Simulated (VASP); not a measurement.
# SnO (F-43m) in VASP: notebook

Runs on SnO. Level: LDA. Tasks: vibrations by perturbation theory, elastic constants.

Program: VASP 6.6.1. These are calculated values, not measurements. Logs are shortened: lines on timing, memory, paths and dates and some standing lists are left out, and cuts for length are marked.

**1. The cell of the first run**

It takes space group F-43m (No. 216, cubic). The conventional cell has a = 5.346 Å, b = 5.346 Å, c = 5.346 Å, α = 90.00°, β = 90.00°, γ = 90.00°. Sn (site symmetry -43m) has 4 O at 2.32 Å within 3.1 Å. Within 3.1 Å of O (site symmetry -43m) lie 4 Sn at 2.32 Å.

**2. Vibrations by perturbation theory, LDA**

INCAR reads:

```
PREC     = Accurate       # precision mode
ENCUT    = 520            # plane-wave cutoff, eV
EDIFF    = 1E-8           # SCF threshold, eV
ISMEAR   = -1             # smearing method
SIGMA    = 0.15           # smearing width, eV
LREAL    = F              # projectors in reciprocal space
LASPH    = T              # aspherical terms in the spheres
NELM     = 80             # most SCF steps
ALGO     = Normal         # electronic algorithm
ISIF     = 2              # what is computed and relaxed
LWAVE    = F              # write WAVECAR
LCHARG   = T              # write CHGCAR
GGA      = CA             # functional
NBANDS   = 17             # bands
IBRION   = 8              # ionic algorithm
NSW      = 1              # ionic steps
```

KPOINTS reads:

```
Automatic mesh
0
Gamma
  10 10 10
```

POSCAR reads:

```
SnO
1.0
    0.0000000000      2.6732000000      2.6732000000
    2.6732000000      0.0000000000      2.6732000000
    2.6732000000      2.6732000000      0.0000000000
Sn O
1 1
Direct
    0.0000000000      0.0000000000      0.0000000000
    0.2500000000      0.2500000000      0.2500000000
```

Potentials or basis: VASP PAW LDA potentials, release 64 (Sn_d, O).

Run with:

```console
$ cat potpaw_LDA.64/Sn_d/POTCAR potpaw_LDA.64/O/POTCAR > POTCAR
$ mpirun -np 1 vasp_std > vasp.out
```

OUTCAR:

```text
PREC = Accurate
   ENCUT = 520
   EDIFF = 1E-8
   ISMEAR = -1
   LREAL = F
   LASPH = T
   NELM = 80
   ISIF = 2
   GGA = CA
   IBRION = 8
   NSW = 1

 ion  position               nearest neighbor table
   1  0.000  0.000  0.000-   2 2.32   2 2.32   2 2.32   2 2.32
   2  0.250  0.250  0.250-   1 2.32   1 2.32   1 2.32   1 2.32

  LATTYP: Found a face centered cubic cell.
 ALAT       =     5.3464000000

  Lattice vectors:

 A1 = (   0.0000000000,   2.6732000000,   2.6732000000)
 A2 = (   2.6732000000,   0.0000000000,   2.6732000000)
 A3 = (   2.6732000000,   2.6732000000,   0.0000000000)

Analysis of symmetry for initial positions (statically):
=====================================================================
 Subroutine PRICEL returns:
 Original cell was already a primitive cell.

 Routine SETGRP: Setting up the symmetry group for a
 face centered cubic supercell.

 Subroutine GETGRP returns: Found 24 space group operations
 (whereof 24 operations were pure point group operations)
 out of a pool of 48 trial point group operations.

The static configuration has the point symmetry T_d .

Analysis of symmetry for dynamics (positions and initial velocities):
=====================================================================
 Subroutine PRICEL returns:
 Original cell was already a primitive cell.

 Routine SETGRP: Setting up the symmetry group for a
 face centered cubic supercell.

 Subroutine GETGRP returns: Found 24 space group operations
 (whereof 24 operations were pure point group operations)
 out of a pool of 48 trial point group operations.

The dynamic configuration has the point symmetry T_d .

 Subroutine INISYM returns: Found 24 space group operations
 (whereof 24 operations are pure point group operations),
 and found     1 'primitive' translations

----------------------------------------------------------------------------------------

                                     Primitive cell

  volume of cell :      38.2054

  direct lattice vectors                    reciprocal lattice vectors
     0.000000000  2.673200000  2.673200000    -0.187041748  0.187041748  0.187041748
     2.673200000  0.000000000  2.673200000     0.187041748 -0.187041748  0.187041748
     2.673200000  2.673200000  0.000000000     0.187041748  0.187041748 -0.187041748

  length of vectors
     3.780475695  3.780475695  3.780475695     0.323965810  0.323965810  0.323965810

  position of ions in fractional coordinates (direct lattice)
     0.000000000  0.000000000  0.000000000
     0.250000000  0.250000000  0.250000000

  ion indices of the primitive-cell ions
   primitive index   ion index
                 1           1
                 2           2

----------------------------------------------------------------------------------------

 KPOINTS: Automatic mesh

Automatic generation of k-mesh.
 Grid dimensions read from file:
 generate k-points for:   10   10   10

 Generating k-lattice:

  Cartesian coordinates                     Fractional coordinates (reciprocal lattice)
    -0.018704175  0.018704175  0.018704175     0.100000000  0.000000000  0.000000000
     0.018704175 -0.018704175  0.018704175     0.000000000  0.100000000  0.000000000
     0.018704175  0.018704175 -0.018704175     0.000000000  0.000000000  0.100000000

  Length of vectors
     0.032396581  0.032396581  0.032396581

  Shift w.r.t. Gamma in fractional coordinates (k-lattice)
     0.000000000  0.000000000  0.000000000

 Subroutine IBZKPT returns following result:
[... 72 lines left out ...]
  Thomas-Fermi vector in A             =   2.449302
   LORBIT       =      0    0 simple, 1 ext, 2 COOP (PROOUT), +10 PAW based schemes
   GGA     = CA    functional components
   LHFCALC =     F    Hartree Fock is set to
   AEXX    =    0.0000 exact exchange contribution
   IVDW    =     0    specifies the selected vdW correction
   LEPSILON=     F    determine dielectric tensor
   LRPA    =     F    only Hartree local field effects (RPA)
 non-spin polarized calculation
  energy-cutoff  :      520.00
  volume of cell :       38.21
 maximum number of plane-waves:      1056
   NGX = 13   NGY = 13   NGZ = 13

--------------------------------------- Ionic step        1  -------------------------------------------

 number of electron      19.9999995 magnetization

 Free energy of the ion-electron system (eV)
  ---------------------------------------------------
  ext. energy  EPLUGINS =         0.00000000
  ---------------------------------------------------
  free energy    TOTEN  =       -11.82254036 eV

  energy without entropy =      -11.78676090  energy(sigma->0) =      -11.80465063

 E-fermi :   6.2923     XC(G=0): -10.2698

 val. band max:        6.2038254149   @ k =  -0.4000   0.5000   0.1000
 cond. band min:       6.3126324361   @ k =  -0.3000   0.5000   0.2000
 fundamental gap:      0.1088070212
 Fermi energy:         6.2922821088

 k-point     1 :       0.0000    0.0000    0.0000
  band No.  band energies     occupation
      1     -15.4252      2.00000
      2     -15.4252      2.00000
      3     -15.4252      2.00000
      4     -15.3620      2.00000
      5     -15.3620      2.00000
      6     -12.7555      2.00000
[... 457 lines left out ...]
      4     -15.3659      2.00000
      5     -15.3400      2.00000
      6     -11.9952      2.00000
[... 9 lines left out ...]
     16      20.4582      0.00000
     17      21.4636      0.00000

 [... further k-points ...]

------------------------ aborting loop because EDIFF is reached ----------------------------------------

  FORCE on cell =-STRESS in cart. coord.  units (eV):
  Direction    XX          YY          ZZ          XY          YZ          ZX
  --------------------------------------------------------------------------------------
  -------------------------------------------------------------------------------------
  Total       -0.2209822     -0.2209822     -0.2209822     -0.0000000     -0.0000000     -0.0000000
  in kB       -9.2670946     -9.2670946     -9.2670946     -0.0000000     -0.0000000     -0.0000000
  external PRESSURE =      -9.2670946 kB  Pullay stress =       0.0000000 kB

 VOLUME and BASIS-vectors are now :
 -----------------------------------------------------------------------------
  energy-cutoff  :      520.00
  volume of cell :       38.21
      direct lattice vectors                 reciprocal lattice vectors
     0.000000000  2.673200000  2.673200000    -0.187041748  0.187041748  0.187041748
     2.673200000  0.000000000  2.673200000     0.187041748 -0.187041748  0.187041748
     2.673200000  2.673200000  0.000000000     0.187041748  0.187041748 -0.187041748

 POSITION                                       TOTAL-FORCE (eV/Angst)
 -----------------------------------------------------------------------------------
      0.00000      0.00000      0.00000        -0.000000      0.000000      0.000000
      1.33660      1.33660      1.33660         0.000000     -0.000000     -0.000000
 -----------------------------------------------------------------------------------
    total drift:                               -0.000000     -0.000000     -0.000000

  FREE ENERGIE OF THE ION-ELECTRON SYSTEM (eV)
  ---------------------------------------------------
  free  energy   TOTEN  =       -11.8225403619 eV

  energy  without entropy=      -11.7867608983  energy(sigma->0) =      -11.80465063

[... ionic steps 2 to 3 ...]

--------------------------------------- Ionic step        4  -------------------------------------------

------------------------ aborting loop because EDIFF is reached ----------------------------------------

[... ionic steps 5 to 6 ...]

--------------------------------------- Ionic step        7  -------------------------------------------

 Free energy of the ion-electron system (eV)
  ---------------------------------------------------
  ---------------------------------------------------
  free energy    TOTEN  =        -0.35823375 eV

  energy without entropy =       -0.35823375

------------------------ aborting loop because EDIFF is reached ----------------------------------------

 INTERNAL STRAIN TENSOR  FOR ION    2  DIRECTION 1   (eV/Angst):
 -----------------------------------------------------------------------------
     0.00177  0.00000  0.00000
     0.00000  0.00237 -3.20882
     0.00000 -3.20882  0.00237

 INTERNAL STRAIN TENSOR FOR ION    2 for displacements in x,y,z  (eV/Angst):
          X           Y           Z          XY          YZ          ZX
  --------------------------------------------------------------------------------
  x     0.00000     0.00000     0.00000     0.00000    -3.20882     0.00000
  y    -0.00000     0.00000    -0.00000     0.00000     0.00000    -3.20882
  z     0.00000     0.00000     0.00000    -3.20882     0.00000     0.00000

 SECOND DERIVATIVES (NOT SYMMETRIZED)
 ------------------------------------
               1X          1Y          1Z          2X          2Y          2Z
  1X    -2.345099    0.000000    0.000000    2.345099    0.000000    0.000000
  1Y     0.000000   -2.345099    0.000000    0.000000    2.345099    0.000000
  1Z     0.000000    0.000000   -2.345099    0.000000    0.000000    2.345099
  2X     2.387942    0.000000    0.000000   -2.387942    0.000000    0.000000
  2Y     0.000000    2.387942    0.000000    0.000000   -2.387942    0.000000
  2Z     0.000000    0.000000    2.387942    0.000000    0.000000   -2.387942

 Eigenvectors and eigenvalues of the dynamical matrix
 ----------------------------------------------------

   1 f  =    6.426840 THz    40.381028 2PiTHz  214.376315 cm-1    26.579264 meV
             X         Y         Z           dx          dy          dz
      0.000000  0.000000  0.000000    -0.341904    0.000000    0.000000
      1.336600  1.336600  1.336600     0.939735    0.000000    0.000000
[... 21 lines left out ...]
   6 f/i=    0.018692 THz     0.117445 2PiTHz    0.623495 cm-1     0.077304 meV
             X         Y         Z           dx          dy          dz
      0.000000  0.000000  0.000000    -0.000000   -0.939735    0.000000
      1.336600  1.336600  1.336600     0.000000   -0.341904    0.000000

--------------------------------------------------------------------------------------------------------

 ELASTIC MODULI CONTR FROM IONIC RELAXATION (kBar)
 Direction    XX          YY          ZZ          XY          YZ          ZX
 --------------------------------------------------------------------------------
 XX          -0.0000     -0.0000     -0.0000      0.0000      0.0000     -0.0000
 YY          -0.0000     -0.0000     -0.0000      0.0000      0.0000     -0.0000
 ZZ          -0.0000     -0.0000     -0.0000      0.0000      0.0000     -0.0000
 XY           0.0000      0.0000      0.0000   -176.0425      0.0000      0.0000
 YZ           0.0000      0.0000      0.0000      0.0000   -176.0425      0.0000
 ZX          -0.0000     -0.0000     -0.0000      0.0000      0.0000   -176.0425
 --------------------------------------------------------------------------------
```

It took 3.3 min on 1 thread of AMD EPYC 9R45 (Zen 5), shared host; peak memory 0.33 GiB.

Results:

```
Highest phonon frequency at Γ, LO-TO splitting left out : 214 cm⁻¹
```

Phonon frequencies in cm⁻¹ (negative: imaginary):
```
              q point           frequencies
(0.000, 0.000, 0.000)  -1 -1 -1 214 214 214
```

Caveat: spin-orbit coupling is left out, which moves the levels of the heavy elements.

**3. Elastic constants, LDA**

INCAR reads:

```
SYSTEM = SnO
ALGO = Normal ; EDIFF = 1E-8
ENCUT = 600 ; IBRION = 6
ISIF = 3 ; ISMEAR = -1
LASPH = .True. ; LCHARG = .False.
LREAL = .False. ; LWAVE = .False.
NELM = 60 ; NFREE = 2
NSW = 1 ; POTIM = 0.015
PREC = Accurate ; SIGMA = 0.15
```

KPOINTS reads:

```
k-points
0
Gamma
  10 10 10
  0 0 0
```

POSCAR is that of step 2.

Potentials or basis: VASP PAW LDA potentials, release 64 (Sn_d, O).

Run with:

```console
$ cat potpaw_LDA.64/Sn_d/POTCAR potpaw_LDA.64/O/POTCAR > POTCAR
$ mpirun -np 1 vasp_std > vasp.out
```

Run time: 12 min. Hardware: 1 thread of AMD EPYC 9R45 (Zen 5), shared host; peak memory 0.38 GiB.

The run converged. Its results:

| Property | Result |
| --- | --- |
| Elastic constants C11, C12, C44 | 73, 70, -35 GPa |
| Voigt bulk modulus | 71 GPa |
| Highest phonon frequency at Γ, LO-TO splitting left out | 214 cm⁻¹ |

Phonon frequencies in cm⁻¹ (negative: imaginary):
| q point | frequencies |
| --- | --- |
| (0.000, 0.000, 0.000) | 0 0 0 214 214 214 |

Elastic tensor in Voigt notation (GPa, in the Cartesian axes of the cell as first typed):
```
 73  70  70   0   0   0
 70  73  70   0   0   0
 70  70  73   0   0   0
  0   0   0 -35   0   0
  0   0   0   0 -35   0
  0   0   0   0   0 -35
```

Clamped-ion elastic tensor (GPa):
```
 73  70  70   0   0   0
 70  73  70   0   0   0
 70  70  73   0   0   0
  0   0   0 -18   0   0
  0   0   0   0 -18   0
  0   0   0   0   0 -18
```

Caveat: the elastic tensor has a negative eigenvalue, so either the cell is unstable as it stands or the mesh is too thin; spin-orbit coupling is left out, which moves the levels of the heavy elements.
